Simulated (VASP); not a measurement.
# Ba (Fd-3m) in VASP: further runs

Runs on Ba. Level: PBE. Tasks: single point.

All numbers are computed with VASP 6.6.1; they aren't measurements. Logs are shortened: lines on timing, memory, paths and dates and some standing lists are left out, and cuts for length are marked.

### 1 The cell of the first run

Symmetry: Fd-3m, No. 227, cubic system. Conventional cell: a = 7.629 Å, b = 7.629 Å, c = 7.629 Å, α = 90.00°, β = 90.00°, γ = 90.00°. Within 4.3 Å of Ba (site symmetry -43m) lie 4 Ba at 3.30 Å.

This isn't the form of Ba at room conditions, which is bcc.

### 2 Single point, PBE

INCAR reads:

```
PREC = Accurate
ENCUT = 520
EDIFF = 1E-7
ISMEAR = -1
SIGMA = 0.06122561905347299
LREAL = False
LASPH = True
NELM = 100
ALGO = Normal
ISIF = 2
LWAVE = False
LCHARG = False
GGA = PE
NBANDS = 17
```

KPOINTS reads:

```
Automatic mesh
0
Gamma
  13 13 13
```

POSCAR reads:

```
Ba
1.0
    0.0000000000      3.8145710597      3.8145710597
    3.8145710597      0.0000000000      3.8145710597
    3.8145710597      3.8145710597      0.0000000000
Ba
2
Direct
    0.0000000000      0.0000000000      0.0000000000
    0.2500000000      0.2500000000      0.2500000000
```

Potentials or basis: VASP PAW PBE potentials, release 64 (Ba_sv).

On the command line:

```console
> cat potpaw_PBE.64/Ba_sv/POTCAR > POTCAR
> mpirun -np 1 vasp_std > vasp.out
```

OUTCAR:

```text
PREC = Accurate
   ENCUT = 520
   EDIFF = 1E-7
   ISMEAR = -1
   LREAL = False
   LASPH = True
   NELM = 100
   ISIF = 2
   GGA = PE

 ion  position               nearest neighbor table
   1  0.000  0.000  0.000-   2 3.30   2 3.30   2 3.30   2 3.30
   2  0.250  0.250  0.250-   1 3.30   1 3.30   1 3.30   1 3.30

  LATTYP: Found a face centered cubic cell.
 ALAT       =     7.6291421194

  Lattice vectors:

 A1 = (   0.0000000000,   3.8145710597,   3.8145710597)
 A2 = (   3.8145710597,   0.0000000000,   3.8145710597)
 A3 = (   3.8145710597,   3.8145710597,   0.0000000000)

Analysis of symmetry for initial positions (statically):
=====================================================================
 Subroutine PRICEL returns:
 Original cell was already a primitive cell.

 Routine SETGRP: Setting up the symmetry group for a
 face centered cubic supercell.

 Subroutine GETGRP returns: Found 48 space group operations
 (whereof 24 operations were pure point group operations)
 out of a pool of 48 trial point group operations.

The static configuration has the point symmetry T_d .
 The point group associated with its full space group is O_h .

Analysis of symmetry for dynamics (positions and initial velocities):
=====================================================================
 Subroutine PRICEL returns:
 Original cell was already a primitive cell.

 Routine SETGRP: Setting up the symmetry group for a
 face centered cubic supercell.

 Subroutine GETGRP returns: Found 48 space group operations
 (whereof 24 operations were pure point group operations)
 out of a pool of 48 trial point group operations.

The dynamic configuration has the point symmetry T_d .
 The point group associated with its full space group is O_h .

 Subroutine INISYM returns: Found 48 space group operations
 (whereof 24 operations are pure point group operations),
 and found     1 'primitive' translations

----------------------------------------------------------------------------------------

                                     Primitive cell

  volume of cell :     111.0113

  direct lattice vectors                    reciprocal lattice vectors
     0.000000000  3.814571060  3.814571060    -0.131076337  0.131076337  0.131076337
     3.814571060  0.000000000  3.814571060     0.131076337 -0.131076337  0.131076337
     3.814571060  3.814571060  0.000000000     0.131076337  0.131076337 -0.131076337

  length of vectors
     5.394618127  5.394618127  5.394618127     0.227030875  0.227030875  0.227030875

  position of ions in fractional coordinates (direct lattice)
     0.000000000  0.000000000  0.000000000
     0.250000000  0.250000000  0.250000000

  ion indices of the primitive-cell ions
   primitive index   ion index
                 1           1
                 2           2

----------------------------------------------------------------------------------------

 KPOINTS: Automatic mesh

Automatic generation of k-mesh.
 Grid dimensions read from file:
 generate k-points for:   13   13   13

 Generating k-lattice:

  Cartesian coordinates                     Fractional coordinates (reciprocal lattice)
    -0.010082795  0.010082795  0.010082795     0.076923077  0.000000000  0.000000000
     0.010082795 -0.010082795  0.010082795     0.000000000  0.076923077  0.000000000
     0.010082795  0.010082795 -0.010082795     0.000000000  0.000000000  0.076923077

  Length of vectors
     0.017463913  0.017463913  0.017463913

  Shift w.r.t. Gamma in fractional coordinates (k-lattice)
     0.000000000  0.000000000  0.000000000

 Subroutine IBZKPT returns following result:
 ===========================================

 Found     84 irreducible k-points:

 Following reciprocal coordinates:
            Coordinates               Weight
  0.000000  0.000000  0.000000      1.000000
  0.076923  0.000000  0.000000      8.000000
  0.153846  0.000000  0.000000      8.000000
  0.230769  0.000000  0.000000      8.000000
  0.307692  0.000000  0.000000      8.000000
  0.384615  0.000000  0.000000      8.000000
[... 16 lines left out ...]
  0.384615  0.153846  0.000000     24.000000
  0.461538  0.153846  0.000000     24.000000
 [... further k-points ...]
   k-points           NKPTS =     84   k-points in BZ     NKDIM =     84   number of bands    NBANDS=     17
   number of dos      NEDOS =    301   number of ions     NIONS =      2
   total plane-waves  NPLWV =  64000
   dimension x,y,z NGX =    40 NGY =   40 NGZ =   40
   dimension x,y,z NGXF=    80 NGYF=   80 NGZF=   80
   ions per type =               2
   NGX,Y,Z   is equivalent  to a cutoff of  12.33, 12.33, 12.33 a.u.
   NGXF,Y,Z  is equivalent  to a cutoff of  24.65, 24.65, 24.65 a.u.
 SYSTEM =  unknown system
   PREC   = accura    normal or accurate (medium, high low for compatibility)
   ISTART =      0    job   : 0-new  1-cont  2-samecut
   ICHARG =      2    charge: 1-file 2-atom 10-const
   ISPIN  =      1    spin polarized calculation?
   LNONCOLLINEAR =      F non collinear calculations
   LSORBIT =      F    spin-orbit coupling
   LASPH  =      T    aspherical Exc in radial PAW
   ENCUT  =  520.0 eV  38.22 Ry    6.18 a.u.  10.03 10.03 10.03*2*pi/ulx,y,z
   NELM   =    100;   NELMIN=  2; NELMDL= -5     # of ELM steps
   EDIFF  = 0.1E-06   stopping-criterion for ELM
   LREAL  =      F    real-space projection
   EDIFFG = 0.1E-05   stopping-criterion for IOM
   NSW    =      0    number of steps for IOM
   IBRION =     -1    ionic relax: 0-MD 1-quasi-New 2-CG
   NFREE  =      0    steps in history (QN), initial steepest desc. (CG)
   ISIF   =      2    stress and relaxation
   ISYM   =      2    0-nonsym 1-usesym 2-fastsym
   POTIM  = 0.5000    time-step for ionic-motion
   TEBEG  =    0.0;   TEEND  =   0.0 temperature during run
   PSTRESS=    0.0 pullay stress
   NELECT =      20.0000    total number of electrons
   NUPDOWN=      -1.0000    fix difference up-down
   EMIN   =  10.00;   EMAX   =-10.00  energy-range for DOS
   EFERMI =   0.00;   METHOD = LEGACY
   ISMEAR =    -1;   SIGMA  =   0.06  broadening in eV -4-tet -1-fermi 0-gaus
   EFERMI_NEDOS =   21; number of points for ismear=-14 and -15
   IALGO  =     38    algorithm
   IMIX   =      4    mixing-type and parameters
     AMIX     =   0.40;   BMIX     =  1.00
     AMIX_MAG =   1.60;   BMIX_MAG =  1.00
  volume/ion in A,a.u.               =      55.51       374.57
  Fermi-wavevector in a.u.,A,eV,Ry     =   0.924618  1.747275 11.631878  0.854919
  Thomas-Fermi vector in A             =   2.050384
   LORBIT       =      0    0 simple, 1 ext, 2 COOP (PROOUT), +10 PAW based schemes
   GGA     = PE    functional components
[... 5 lines left out ...]
 non-spin polarized calculation
  energy-cutoff  :      520.00
  volume of cell :      111.01
 maximum number of plane-waves:      3007
   NGX = 21   NGY = 21   NGZ = 21

 number of electron      19.9999998 magnetization

 Free energy of the ion-electron system (eV)
  ---------------------------------------------------
  ext. energy  EPLUGINS =         0.00000000
  ---------------------------------------------------
  free energy    TOTEN  =        -1.84540612 eV

  energy without entropy =       -1.82402009  energy(sigma->0) =       -1.83471311

 E-fermi :   1.7842     XC(G=0):  -7.6965

 val. band max:        1.7724048080   @ k =   0.0769   0.0769   0.0000
 cond. band min:       1.7986881637   @ k =   0.3077   0.0000   0.0000
 fundamental gap:      0.0262833557
 Fermi energy:         1.7841521033

 k-point     1 :       0.0000    0.0000    0.0000
  band No.  band energies     occupation
      1     -27.6456      2.00000
      2     -26.9075      2.00000
      3     -13.1891      2.00000
      4     -13.1891      2.00000
      5     -13.1891      2.00000
      6     -11.9683      2.00000
[... 9 lines left out ...]
     16       4.7446      0.00000
     17       4.7446      0.00000

 k-point     2 :       0.0769    0.0000    0.0000
  band No.  band energies     occupation
      1     -27.6381      2.00000
      2     -26.9162      2.00000
      3     -13.1993      2.00000
      4     -13.1993      2.00000
      5     -13.1901      2.00000
      6     -11.9656      2.00000
[... 9 lines left out ...]
     16       4.7100      0.00000
     17       4.7100      0.00000

 k-point     3 :       0.1538    0.0000    0.0000
  band No.  band energies     occupation
      1     -27.6164      2.00000
      2     -26.9410      2.00000
      3     -13.2264      2.00000
      4     -13.2264      2.00000
      5     -13.1934      2.00000
      6     -11.9569      2.00000
[... 9 lines left out ...]
     16       4.6520      0.00000
     17       4.6520      0.00000

 k-point     4 :       0.2308    0.0000    0.0000
  band No.  band energies     occupation
      1     -27.5827      2.00000
      2     -26.9791      2.00000
      3     -13.2624      2.00000
      4     -13.2624      2.00000
      5     -13.1997      2.00000
      6     -11.9422      2.00000
[... 9 lines left out ...]
     16       4.7259      0.00000
     17       4.7259      0.00000
[... 343 lines left out ...]
      1     -27.5435      2.00000
      2     -27.0228      2.00000
      3     -13.3557      2.00000
      4     -13.3424      2.00000
      5     -13.0623      2.00000
      6     -12.0907      2.00000
[... 9 lines left out ...]
     16       4.4226      0.00000
     17       4.9129      0.00000

 k-point    23 :       0.3846    0.1538    0.0000
  band No.  band energies     occupation
      1     -27.5014      2.00000
      2     -27.0689      2.00000
      3     -13.4019      2.00000
      4     -13.3682      2.00000
      5     -13.0449      2.00000
      6     -12.0960      2.00000
[... 9 lines left out ...]
     16       4.6165      0.00000
     17       5.3029      0.00000

 k-point    24 :       0.4615    0.1538    0.0000
  band No.  band energies     occupation
      1     -27.4631      2.00000
      2     -27.1102      2.00000
      3     -13.4394      2.00000
      4     -13.3803      2.00000
      5     -13.0363      2.00000
      6     -12.0928      2.00000
[... 9 lines left out ...]
     16       4.9590      0.00000
     17       5.5695      0.00000

 [... further k-points ...]

------------------------ aborting loop because EDIFF is reached ----------------------------------------

  FORCE on cell =-STRESS in cart. coord.  units (eV):
  Direction    XX          YY          ZZ          XY          YZ          ZX
  --------------------------------------------------------------------------------------
  -------------------------------------------------------------------------------------
  Total        0.4312338      0.4312338      0.4312338      0.0000000      0.0000000      0.0000000
  in kB        6.2238085      6.2238085      6.2238085      0.0000000      0.0000000      0.0000000
  external PRESSURE =       6.2238085 kB  Pullay stress =       0.0000000 kB

 VOLUME and BASIS-vectors are now :
 -----------------------------------------------------------------------------
  energy-cutoff  :      520.00
  volume of cell :      111.01
      direct lattice vectors                 reciprocal lattice vectors
     0.000000000  3.814571060  3.814571060    -0.131076337  0.131076337  0.131076337
     3.814571060  0.000000000  3.814571060     0.131076337 -0.131076337  0.131076337
     3.814571060  3.814571060  0.000000000     0.131076337  0.131076337 -0.131076337

 POSITION                                       TOTAL-FORCE (eV/Angst)
 -----------------------------------------------------------------------------------
      0.00000      0.00000      0.00000         0.000000     -0.000000      0.000000
      1.90729      1.90729      1.90729         0.000000      0.000000     -0.000000
 -----------------------------------------------------------------------------------
    total drift:                               -0.000000      0.000000      0.000000

  FREE ENERGIE OF THE ION-ELECTRON SYSTEM (eV)
  ---------------------------------------------------
  free  energy   TOTEN  =        -1.8454061171 eV

  energy  without entropy=       -1.8240200943  energy(sigma->0) =       -1.83471311
```

Wall time 2.1 min (1 thread of Oxide Virtual Turin-like, shared host); peak memory 0.28 GiB.

Results:

| Property | Result |
| --- | --- |
| Free energy | -1.8454 eV |
| Pressure | 0.6 GPa |
| Band gap on the k mesh | zero (bands 10 and 11 overlap by 0.19 eV) |

Caveat: spin-orbit coupling is left out, which moves the levels of the heavy elements.

### 3 Single point, PBE

This run uses another cell than the first one, of 56.64 Å³/atom.

INCAR reads:

```
SYSTEM = Ba
PREC     = Accurate       ! precision mode
ENCUT    = 520            ! plane-wave cutoff, eV
EDIFF    = 1E-7           ! SCF threshold, eV
ISMEAR   = -1             ! smearing method
SIGMA    = 0.06122561905347299 ! smearing width, eV
LREAL    = .FALSE.        ! projectors in reciprocal space
LASPH    = .TRUE.         ! aspherical terms in the spheres
NELM     = 60             ! most SCF steps
ALGO     = Normal         ! electronic algorithm
ISIF     = 2              ! what is computed and relaxed
LWAVE    = .FALSE.        ! write WAVECAR
LCHARG   = .FALSE.        ! write CHGCAR
GGA      = PE             ! functional
NBANDS   = 17             ! bands
```

KPOINTS reads:

```
regular mesh
0
G
  13 13 13
  0 0 0
```

POSCAR reads:

```
Ba
1.0
    0.0000000000      3.8403459703      3.8403459703
    3.8403459703      0.0000000000      3.8403459703
    3.8403459703      3.8403459703      0.0000000000
Ba
2
Direct
    0.0000000000      0.0000000000      0.0000000000
    0.2500000000      0.2500000000      0.2500000000
```

Potentials or basis: VASP PAW PBE potentials, release 64 (Ba_sv).

On the command line:

```console
> cat potpaw_PBE.64/Ba_sv/POTCAR > POTCAR
> mpirun -np 1 vasp_std > vasp.out
```

Wall time 2.4 min (1 thread of Oxide Virtual Turin-like, shared host); peak memory 0.28 GiB.

It converged, with:

```yaml
Free_energy: -1.8527 eV
Pressure: 0.4 GPa
Band_gap_on_the_k_mesh: zero (bands 10 and 11 overlap by 0.19 eV)
```

Levels at points of the mesh, in eV from the Fermi level:
| k point | band 7 | band 8 | band 9 | band 10 | band 11 | band 12 | band 13 | band 14 |
| --- | --- | --- | --- | --- | --- | --- | --- | --- |
| (0.00, 0.00, 0.00) | -13.80 | -13.80 | -2.13 | 0.15 | 0.15 | 1.26 | 1.26 | 1.26 |

Caveat: spin-orbit coupling is left out, which moves the levels of the heavy elements.

The gap in the log of VASP goes by the Fermi energy; the results here count the filled bands.